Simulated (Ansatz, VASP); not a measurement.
## One calculation of C, two programs

```
C
1.0
     2.08389   -1.20321    0.00000
     2.08389    1.20321    0.00000
    -1.35092    0.00000    3.43132
C
2
Direct
  0.16664 0.16664 0.99991
  0.83336 0.83336 0.00009
```

Alike in both runs: task single point; functional r2SCAN; k mesh 13 × 13 × 8; occupations fermi-dirac, width 0.05 eV; no spin polarisation.

```csv
,VASP,Ansatz
version,VASP 6.6.1,Ansatz 0.2.0
potentials or method,"VASP PAW PBE potentials, release 64 (C)",Ansatz PAW
plane-wave cutoff (eV),520,500
valence electrons in the cell,8,8
```

```tsv
	VASP	Ansatz	Ansatz less VASP
gap on the k mesh at the Fermi level (eV)	1.01	1.01	-0.001
least direct gap on the mesh (eV)	1.02	1.02	-0.001
pressure (GPa)	19.5	18.8	-0.70
traceless stress, the component that is largest in VASP (GPa)	-18.88	-18.06	+0.821
rms of the force components (eV/Å)	0.006	0.006	+0.0001
```

VASP's potentials were made for PBE, not for r2SCAN. Atom by atom the forces differ by 0.000 eV/Å (rms over components).

Noted on Ansatz's run: odd divisions of the mesh miss points on the zone boundary, where band edges often lie, so the gap on the mesh can be too wide.
